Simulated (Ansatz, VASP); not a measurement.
SnO2 in VASP and in Ansatz

File INCAR:

```
SYSTEM = SnO2
ALGO = Normal
EDIFF = 1E-7
EDIFFG = -0.002
ENCUT = 600
GGA = PE
GGA_COMPAT = .FALSE.
IBRION = 2
ISIF = 3
ISMEAR = 0
LASPH = .TRUE.
LCHARG = .FALSE.
LREAL = .FALSE.
LWAVE = .FALSE.
NELM = 120
NELMIN = 4
NSW = 100
PREC = Accurate
SIGMA = 0.02
```

Contents of KPOINTS:

```
k-points
0
G
  6 6 8
  0 0 0
```

Contents of POSCAR:

```
SnO2
1.0
    4.7648180400      0.0000000000      0.0000000000
    0.0000000000      4.7648180400      0.0000000000
    0.0000000000      0.0000000000      3.2074997700
Sn O
2 4
Direct
    0.5000000000      0.5000000000      0.5000000000
    0.0000000000      0.0000000000      0.0000000000
    0.1940277000      0.8059723000      0.5000000000
    0.8059723000      0.1940277000      0.5000000000
    0.3059723000      0.3059723000      0.0000000000
    0.6940277000      0.6940277000      0.0000000000
```

Input for Ansatz:

```yaml
crystal:
  lattice:
    - [4.76481804, 0.0, 0.0]
    - [0.0, 4.76481804, 0.0]
    - [0.0, 0.0, 3.20749977]
  atoms:
    - { symbol: Sn, position: [0.5, 0.5, 0.5] }
    - { symbol: Sn, position: [0.0, 0.0, 0.0] }
    - { symbol: O, position: [0.1940277, 0.8059723, 0.5] }
    - { symbol: O, position: [0.8059723, 0.1940277, 0.5] }
    - { symbol: O, position: [0.3059723, 0.3059723, 0.0] }
    - { symbol: O, position: [0.6940277, 0.6940277, 0.0] }
basis:
  ecutwfc: 420
kpoints:
  mp_grid: { grid: [6, 6, 8] }
hamiltonian:
  xc: pbe
  pseudopotentials: { kind: paw }
scf:
  occupations: { method: gaussian, width: 0.02 }
output:
  forces: true
  stress: true
  eigenvalues: true
relax:
  adjacent_minimum: "off"
  f_tol: 0.002
  max_steps: 80
  cell: { stress_tol: 0.02 }
```

Alike in both runs: task relaxation of cell and atoms; functional PBE; k mesh 6 × 6 × 8; occupations gaussian, width 0.02 eV; no spin polarisation.

|  | VASP | Ansatz |
| --- | --- | --- |
| version | VASP 6.6.1 | Ansatz 0.2.0 |
| potentials or method | VASP PAW PBE potentials, release 64 (Sn_d, O), cutoff 600 eV | scalar-relativistic, plane waves, PAW |
| valence electrons in the cell | 52 | 52 |

|  | VASP | Ansatz | Ansatz less VASP |
| --- | --- | --- | --- |
| gap on the k mesh at the Fermi level, each at its own relaxed structure (eV) | 0.64 | 0.68 | +0.040 |
| relaxed volume (Å³/atom) | 12.61 | 12.58 | -0.029 |
| relaxed length of the cell vector where the two differ most in proportion (Å) | 3.242 | 3.238 | -0.0041 |
